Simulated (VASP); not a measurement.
# SiGeTe2S2 (P6/mmm) in VASP: relaxation of cell and atoms with PBE

Aim: the relaxation of cell and atoms of SiGeTe2S2 with PBE.

All numbers are computed with VASP 6.6.1; they aren't measurements. Logs are shortened: lines on timing, memory, paths and dates and some standing lists are left out, and cuts for length are marked.

### Step 1. The cell of the first run

The structure is hexagonal, space group P6/mmm (No. 191). The conventional cell has a = 4.469 Å, b = 4.469 Å, c = 10.495 Å, α = 90.00°, β = 90.00°, γ = 120.00°. Within 3.4 Å of Si (site symmetry 6/mmm) lie 6 S at 2.58 Å and 2 Te at 2.73 Å. Ge (site symmetry 6/mmm) has 2 Te at 2.52 Å within 3.3 Å. Within 3.3 Å of Te (site symmetry 6mm) lie 1 Ge at 2.52 Å and 1 Si at 2.73 Å. S (site symmetry -6m2) has 3 S at 2.58 Å and 3 Si at 2.58 Å within 3.4 Å.

The cell was built from a structure type or drawn by symmetry, and may not be a known phase.

### Step 2. Relaxation of cell and atoms, PBE

File INCAR:

```
PREC = Accurate
ENCUT = 600
EDIFF = 1E-6
ISMEAR = 0
SIGMA = 0.1
LREAL = F
LASPH = T
NELM = 80
ALGO = Normal
ISIF = 3
LWAVE = F
LCHARG = F
GGA = PE
IBRION = 2
NSW = 100
EDIFFG = -0.01
```

File KPOINTS:

```
Automatic mesh
0
Gamma
  12 12 4
```

File POSCAR:

```
SiGeTe2S2
1.0
    4.4688201692      0.0000000000      0.0000000000
   -2.2344100846      3.8701117914      0.0000000000
    0.0000000000      0.0000000000     10.4950471753
Si Ge Te S
1 1 2 2
Direct
    0.0000000000      0.0000000000      0.0000000000
    0.0000000000      0.0000000000      0.5000000000
    0.0000000000      0.0000000000      0.7398061870
    0.0000000000      0.0000000000      0.2601938130
    0.3333333333      0.6666666667      0.0000000000
    0.6666666667      0.3333333333      0.0000000000
```

Potentials or basis: VASP PAW PBE potentials, release 64 (Si, Ge_d, Te, S).

On the command line:

```console
$ cat potpaw_PBE.64/Si/POTCAR potpaw_PBE.64/Ge_d/POTCAR potpaw_PBE.64/Te/POTCAR potpaw_PBE.64/S/POTCAR > POTCAR
$ mpirun -np 1 vasp_std > vasp.out
```

OUTCAR:

```text
PREC = Accurate
   ENCUT = 600
   EDIFF = 1E-6
   ISMEAR = 0
   LREAL = F
   LASPH = T
   NELM = 80
   ISIF = 3
   GGA = PE
   IBRION = 2
   NSW = 100
   EDIFFG = -0.01

 ion  position               nearest neighbor table
   1  0.000  0.000  0.000-   5 2.58   6 2.58   5 2.58   6 2.58   6 2.58   5 2.58   3 2.73   4 2.73

   2  0.000  0.000  0.500-   3 2.52   4 2.52
   3  0.000  0.000  0.740-   2 2.52   1 2.73
   4  0.000  0.000  0.260-   2 2.52   1 2.73
   5  0.333  0.667  0.000-   6 2.58   6 2.58   1 2.58   1 2.58   1 2.58   6 2.58
   6  0.667  0.333  0.000-   5 2.58   5 2.58   1 2.58   1 2.58   1 2.58   5 2.58

  LATTYP: Found a hexagonal cell.
 ALAT       =     4.4688201692
 C/A-ratio  =     2.3485051485

  Lattice vectors:

 A1 = (   4.4688201692,   0.0000000000,   0.0000000000)
 A2 = (  -2.2344100846,   3.8701117914,   0.0000000000)
 A3 = (   0.0000000000,   0.0000000000,  10.4950471753)

Analysis of symmetry for initial positions (statically):
=====================================================================
 Subroutine PRICEL returns:
 Original cell was already a primitive cell.

 Routine SETGRP: Setting up the symmetry group for a
 hexagonal supercell.

 Subroutine GETGRP returns: Found 24 space group operations
 (whereof 24 operations were pure point group operations)
 out of a pool of 24 trial point group operations.

The static configuration has the point symmetry D_6h.

Analysis of symmetry for dynamics (positions and initial velocities):
=====================================================================
 Subroutine PRICEL returns:
 Original cell was already a primitive cell.

 Routine SETGRP: Setting up the symmetry group for a
 hexagonal supercell.

 Subroutine GETGRP returns: Found 24 space group operations
 (whereof 24 operations were pure point group operations)
 out of a pool of 24 trial point group operations.

The dynamic configuration has the point symmetry D_6h.

 Subroutine INISYM returns: Found 24 space group operations
 (whereof 24 operations are pure point group operations),
 and found     1 'primitive' translations

----------------------------------------------------------------------------------------

                                     Primitive cell

  volume of cell :     181.5101

  direct lattice vectors                    reciprocal lattice vectors
     4.468820169  0.000000000  0.000000000     0.223772710  0.129195234  0.000000000
    -2.234410085  3.870111791  0.000000000     0.000000000  0.258390469  0.000000000
     0.000000000  0.000000000 10.495047175     0.000000000  0.000000000  0.095283040

  length of vectors
     4.468820169  4.468820169 10.495047175     0.258390469  0.258390469  0.095283040

  position of ions in fractional coordinates (direct lattice)
     0.000000000  0.000000000  0.000000000
     0.000000000  0.000000000  0.500000000
     0.000000000  0.000000000  0.739806187
     0.000000000  0.000000000  0.260193813
     0.333333333  0.666666667  0.000000000
     0.666666667  0.333333333  0.000000000

  ion indices of the primitive-cell ions
   primitive index   ion index
                 1           1
                 2           2
                 3           3
                 4           4
                 5           5
                 6           6

----------------------------------------------------------------------------------------

 KPOINTS: Automatic mesh

Automatic generation of k-mesh.
 Grid dimensions read from file:
 generate k-points for:   12   12    4

 Generating k-lattice:

  Cartesian coordinates                     Fractional coordinates (reciprocal lattice)
     0.018647726  0.010766270  0.000000000     0.083333333 -0.000000000  0.000000000
     0.000000000  0.021532539  0.000000000     0.000000000  0.083333333  0.000000000
     0.000000000  0.000000000  0.023820760     0.000000000  0.000000000  0.250000000

  Length of vectors
     0.021532539  0.021532539  0.023820760

  Shift w.r.t. Gamma in fractional coordinates (k-lattice)
     0.000000000  0.000000000  0.000000000

 Subroutine IBZKPT returns following result:
 ===========================================

 Found     57 irreducible k-points:

 Following reciprocal coordinates:
            Coordinates               Weight
  0.000000  0.000000  0.000000      1.000000
  0.083333 -0.000000  0.000000      6.000000
  0.166667 -0.000000  0.000000      6.000000
  0.250000  0.000000  0.000000      6.000000
  0.333333  0.000000  0.000000      6.000000
  0.416667  0.000000  0.000000      6.000000
[... 16 lines left out ...]
  0.250000  0.000000  0.250000     12.000000
  0.333333  0.000000  0.250000     12.000000
 [... further k-points ...]
   k-points           NKPTS =     57   k-points in BZ     NKDIM =     57   number of bands    NBANDS=     25
   number of dos      NEDOS =    301   number of ions     NIONS =      6
   total plane-waves  NPLWV = 108864
   dimension x,y,z NGX =    36 NGY =   36 NGZ =   84
   dimension x,y,z NGXF=    72 NGYF=   72 NGZF=  168
   ions per type =               1   1   2   2
   NGX,Y,Z   is equivalent  to a cutoff of  13.39, 13.39, 13.31 a.u.
   NGXF,Y,Z  is equivalent  to a cutoff of  26.78, 26.78, 26.61 a.u.
 SYSTEM =  unknown system
   PREC   = accura    normal or accurate (medium, high low for compatibility)
   ISTART =      0    job   : 0-new  1-cont  2-samecut
   ICHARG =      2    charge: 1-file 2-atom 10-const
   ISPIN  =      1    spin polarized calculation?
   LNONCOLLINEAR =      F non collinear calculations
   LSORBIT =      F    spin-orbit coupling
   LASPH  =      T    aspherical Exc in radial PAW
   ENCUT  =  600.0 eV  44.10 Ry    6.64 a.u.   8.93  8.93 20.96*2*pi/ulx,y,z
   NELM   =     80;   NELMIN=  2; NELMDL= -5     # of ELM steps
   EDIFF  = 0.1E-05   stopping-criterion for ELM
   LREAL  =      F    real-space projection
   EDIFFG = -.1E-01   stopping-criterion for IOM
   NSW    =    100    number of steps for IOM
   IBRION =      2    ionic relax: 0-MD 1-quasi-New 2-CG
   NFREE  =      1    steps in history (QN), initial steepest desc. (CG)
   ISIF   =      3    stress and relaxation
   ISYM   =      2    0-nonsym 1-usesym 2-fastsym
   POTIM  = 0.5000    time-step for ionic-motion
   TEBEG  =    0.0;   TEEND  =   0.0 temperature during run
   PSTRESS=    0.0 pullay stress
   NELECT =      42.0000    total number of electrons
   NUPDOWN=      -1.0000    fix difference up-down
   EMIN   =  10.00;   EMAX   =-10.00  energy-range for DOS
   EFERMI =   0.00;   METHOD = LEGACY
   ISMEAR =     0;   SIGMA  =   0.10  broadening in eV -4-tet -1-fermi 0-gaus
   EFERMI_NEDOS =   21; number of points for ismear=-14 and -15
   IALGO  =     38    algorithm
   IMIX   =      4    mixing-type and parameters
     AMIX     =   0.40;   BMIX     =  1.00
     AMIX_MAG =   1.60;   BMIX_MAG =  1.00
  volume/ion in A,a.u.               =      30.25       204.15
  Fermi-wavevector in a.u.,A,eV,Ry     =   1.005058  1.899284 13.743803  1.010141
  Thomas-Fermi vector in A             =   2.137713
   LORBIT       =      0    0 simple, 1 ext, 2 COOP (PROOUT), +10 PAW based schemes
   GGA     = PE    functional components
   LHFCALC =     F    Hartree Fock is set to
   AEXX    =    0.0000 exact exchange contribution
   IVDW    =     0    specifies the selected vdW correction
   LEPSILON=     F    determine dielectric tensor
   LRPA    =     F    only Hartree local field effects (RPA)
 conjugate gradient relaxation of ions
 non-spin polarized calculation
 Gauss-broadening in eV      SIGMA  =   0.10
  energy-cutoff  :      600.00
  volume of cell :      181.51
 maximum number of plane-waves:      6102
 NGX is ok and might be reduce to    36
   NGX = 17   NGY = 17   NGZ = 41

--------------------------------------- Ionic step        1  -------------------------------------------

 number of electron      42.0000002 magnetization

 Free energy of the ion-electron system (eV)
  ---------------------------------------------------
  ext. energy  EPLUGINS =         0.00000000
  ---------------------------------------------------
  free energy    TOTEN  =       -20.68674253 eV

  energy without entropy =      -20.65762497  energy(sigma->0) =      -20.67218375

------------------------ aborting loop because EDIFF is reached ----------------------------------------

  FORCE on cell =-STRESS in cart. coord.  units (eV):
  Direction    XX          YY          ZZ          XY          YZ          ZX
  --------------------------------------------------------------------------------------
  -------------------------------------------------------------------------------------
  Total       -0.0089035     -0.0089035      0.0375788     -0.0000000      0.0000000      0.0000000
  in kB       -0.0785908     -0.0785908      0.3317053     -0.0000000      0.0000000      0.0000000
  external PRESSURE =       0.0581746 kB  Pullay stress =       0.0000000 kB

 VOLUME and BASIS-vectors are now :
 -----------------------------------------------------------------------------
  energy-cutoff  :      600.00
  volume of cell :      181.51
      direct lattice vectors                 reciprocal lattice vectors
     4.468820169  0.000000000  0.000000000     0.223772710  0.129195234  0.000000000
    -2.234410085  3.870111791  0.000000000     0.000000000  0.258390469  0.000000000
     0.000000000  0.000000000 10.495047175     0.000000000  0.000000000  0.095283040
[... 121 lines left out ...]
 POSITION                                       TOTAL-FORCE (eV/Angst)
 -----------------------------------------------------------------------------------
      0.00000      0.00000      0.00000        -0.000000      0.000000      0.000000
     -0.00000      0.00000      5.25767        -0.000000      0.000000      0.000000
     -2.23339      3.86834      7.75662        -0.000000     -0.000000      0.048154
     -0.00000      0.00000      2.75871         0.000000      0.000000     -0.048154
     -0.00000      2.57889      0.00000        -0.000000      0.000000      0.000000
      2.23339      1.28945      0.00000         0.000000     -0.000000     -0.000000
 -----------------------------------------------------------------------------------
    total drift:                                0.000000     -0.000000      0.000000

  FREE ENERGIE OF THE ION-ELECTRON SYSTEM (eV)
  ---------------------------------------------------
  free  energy   TOTEN  =       -20.6873499532 eV

  energy  without entropy=      -20.6579401743  energy(sigma->0) =      -20.67264506

--------------------------------------- Ionic step        5  -------------------------------------------

 number of electron      42.0000000 magnetization

 Free energy of the ion-electron system (eV)
  ---------------------------------------------------
  ext. energy  EPLUGINS =         0.00000000
  ---------------------------------------------------
  free energy    TOTEN  =       -20.68776334 eV

  energy without entropy =      -20.65837595  energy(sigma->0) =      -20.67306965

 E-fermi :   3.1602     XC(G=0):  -8.4596

 val. band max:        3.1586635272   @ k =   0.1667   0.1667   0.2500
 cond. band min:       3.1633310653   @ k =   0.4167   0.1667   0.5000
 fundamental gap:      0.0046675381
 Fermi energy:         3.1601822302

 k-point     1 :       0.0000    0.0000    0.0000
  band No.  band energies     occupation
      1     -21.5864      2.00000
      2     -21.5771      2.00000
      3     -21.5771      2.00000
      4     -21.5413      2.00000
      5     -21.5413      2.00000
      6     -12.1352      2.00000
[... 17 lines left out ...]
     24       5.7474      0.00000
     25       5.9498      0.00000
[... 621 lines left out ...]
      3     -21.5764      2.00000
      4     -21.5416      2.00000
      5     -21.5414      2.00000
      6     -11.2796      2.00000
[... 17 lines left out ...]
     24       4.8245      0.00000
     25       5.4155      0.00000

 [... further k-points ...]

------------------------ aborting loop because EDIFF is reached ----------------------------------------

  FORCE on cell =-STRESS in cart. coord.  units (eV):
  Direction    XX          YY          ZZ          XY          YZ          ZX
  --------------------------------------------------------------------------------------
  -------------------------------------------------------------------------------------
  Total        0.0168857      0.0168857      0.0368029      0.0000000      0.0000000      0.0000000
  in kB        0.1489577      0.1489577      0.3246571      0.0000000      0.0000000      0.0000000
  external PRESSURE =       0.2075242 kB  Pullay stress =       0.0000000 kB

 VOLUME and BASIS-vectors are now :
 -----------------------------------------------------------------------------
  energy-cutoff  :      600.00
  volume of cell :      181.62
      direct lattice vectors                 reciprocal lattice vectors
     4.467581273 -0.000000000  0.000000000     0.223834764  0.129231061  0.000000000
    -2.233790637  3.869038876 -0.000000000     0.000000000  0.258462123  0.000000000
    -0.000000000  0.000000000 10.507327427    -0.000000000  0.000000000  0.095171680

 POSITION                                       TOTAL-FORCE (eV/Angst)
 -----------------------------------------------------------------------------------
      0.00000      0.00000      0.00000        -0.000000     -0.000000      0.000000
     -0.00000      0.00000      5.25366        -0.000000     -0.000000      0.000000
     -0.00000     -0.00000      7.75965        -0.000000     -0.000000      0.001531
      4.46758     -0.00000      2.74768         0.000000      0.000000     -0.001531
     -0.00000      2.57936      0.00000        -0.000000     -0.000000     -0.000000
      2.23379      1.28968      0.00000        -0.000000     -0.000000      0.000000
 -----------------------------------------------------------------------------------
    total drift:                                0.000000      0.000000      0.000000

  FREE ENERGIE OF THE ION-ELECTRON SYSTEM (eV)
  ---------------------------------------------------
  free  energy   TOTEN  =       -20.6877633418 eV

  energy  without entropy=      -20.6583759501  energy(sigma->0) =      -20.67306965

 reached required accuracy - stopping structural energy minimisation
```

Run time: 6.9 min. Hardware: 1 thread of Intel Xeon 6975P-C (Granite Rapids), shared host; peak memory 0.59 GiB.

What came out:

```
Free energy                           : -20.6878 eV
Relaxed volume                        : 30.27 Å³/atom
Relaxed cell                          : a = 4.468 Å, b = 4.468 Å, c = 10.507 Å, α = 90.00°, β = 90.00°, γ = 120.00°
Space group after relaxing (to 0.1 Å) : P6/mmm (No. 191)
Energy gained by relaxing             : 0.2 meV/atom
Ionic steps                           : 5
Pressure after relaxing               : 0.0 GPa
Band gap on the k mesh                : zero (bands 21 and 22 overlap by 0.98 eV)
```

Step by step:
```tsv
step	energy change (eV)	largest force (eV/Å)	pressure (GPa)	volume (Å³)
1	0.0000	0.0734	0.01	181.51
2	-0.0005	0.0533	0.00	181.54
3	-0.0009	0.0184	0.01	181.59
4	-0.0006	0.0482	0.04	181.69
5	-0.0010	0.0015	0.02	181.62
```

Final structure:
```
Si Ge Te S
1.0
     4.46758    0.00000    0.00000
    -2.23379    3.86904    0.00000
     0.00000    0.00000   10.50733
Si Ge Te S
1 1 2 2
Direct
  0.00000 0.00000 0.00000
  0.00000 0.00000 0.50000
  0.00000 0.00000 0.73850
  0.00000 0.00000 0.26150
  0.33333 0.66667 0.00000
  0.66667 0.33333 0.00000
```

Caveat: spin-orbit coupling is left out, which moves the levels of the heavy elements.
